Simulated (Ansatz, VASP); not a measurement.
# Two plane-wave programs on SnO2

Contents of INCAR:

```
SYSTEM = SnO2
ALGO = Normal ; EDIFF = 1E-6
ENCUT = 520 ; GGA = PS
ISIF = 2 ; ISMEAR = 0
LASPH = .TRUE. ; LCHARG = .FALSE.
LREAL = .FALSE. ; LWAVE = .FALSE.
NBANDS = 64 ; NELM = 100
PREC = Accurate ; SIGMA = 0.05
```

The input KPOINTS:

```
k-points
0
G
  6 6 6
  0 0 0
```

Contents of POSCAR:

```
SnO2
1.0
    3.3432233386      1.9302108946      4.0718231449
   -3.3432233386      1.9302108946      4.0718231449
    0.0000000000     -3.8604217890      4.0718231449
Sn O
4 8
Direct
    0.8646807174      0.8646807174      0.8646807174
    0.3648245829      0.3648245829      0.8648190111
    0.3648245829      0.8648190111      0.3648245829
    0.8648190111      0.3648245829      0.3648245829
    0.1235003534      0.6233501671      0.6233501671
    0.6233501671      0.1235003534      0.6233501671
    0.6233501671      0.6233501671      0.1235003534
    0.6062113146      0.6062113146      0.6062113146
    0.1234715296      0.1234715296      0.1234715296
    0.1060883083      0.1060883083      0.6062369573
    0.1060883083      0.6062369573      0.1060883083
    0.6062369573      0.1060883083      0.1060883083
```

Input for Ansatz:

```yaml
crystal:
  lattice:
    - [3.3432233386, 1.9302108946, 4.0718231449]
    - [-3.3432233386, 1.9302108946, 4.0718231449]
    - [0.0, -3.860421789, 4.0718231449]
  atoms:
    - { symbol: Sn, position: [0.8646807174, 0.8646807174, 0.8646807174] }
    - { symbol: Sn, position: [0.3648245829, 0.3648245829, 0.8648190111] }
    - { symbol: Sn, position: [0.3648245829, 0.8648190111, 0.3648245829] }
    - { symbol: Sn, position: [0.8648190111, 0.3648245829, 0.3648245829] }
    - { symbol: O, position: [0.1235003534, 0.6233501671, 0.6233501671] }
    - { symbol: O, position: [0.6233501671, 0.1235003534, 0.6233501671] }
    - { symbol: O, position: [0.6233501671, 0.6233501671, 0.1235003534] }
    - { symbol: O, position: [0.6062113146, 0.6062113146, 0.6062113146] }
    - { symbol: O, position: [0.1234715296, 0.1234715296, 0.1234715296] }
    - { symbol: O, position: [0.1060883083, 0.1060883083, 0.6062369573] }
    - { symbol: O, position: [0.1060883083, 0.6062369573, 0.1060883083] }
    - { symbol: O, position: [0.6062369573, 0.1060883083, 0.1060883083] }
basis:
  ecutwfc: 520.0
kpoints:
  mp_grid: { grid: [6, 6, 6] }
hamiltonian:
  xc: pbesol
  pseudopotentials: { kind: paw, azcp: { folder: soft_1 } }
scf:
  occupations: { method: gaussian, width: 0.05 }
output:
  forces: true
  stress: true
  eigenvalues: true
```

Alike in both runs: task single point; functional PBEsol; k mesh 6 × 6 × 6; occupations gaussian, width 0.05 eV; no spin polarisation.

```csv
,VASP,Ansatz
version,VASP 6.6.1,Ansatz 0.2.0
potentials or method,"VASP PAW PBE potentials, release 64 (Sn_d, O), cutoff 520 eV","scalar-relativistic, plane waves, PAW"
valence electrons in the cell,104,104
```

|  | VASP | Ansatz | Ansatz less VASP |
| --- | --- | --- | --- |
| gap on the k mesh at the Fermi level (eV) | 0.87 | 0.89 | +0.012 |
| least direct gap on the mesh (eV) | 0.87 | 0.89 | +0.012 |
| pressure (GPa) | -6.9 | -7.6 | -0.64 |
| traceless stress, the component that is largest in VASP (GPa) | 6.54 | 7.04 | +0.503 |
| rms of the force components (eV/Å) | 0.091 | 0.069 | -0.0220 |

VASP's potentials were made for PBE, not for PBEsol, and Ansatz warns of the same on its side. Atom by atom the forces differ by 0.022 eV/Å (rms over components). The functional is the same, so the differences come from potentials, cutoffs and numerics.
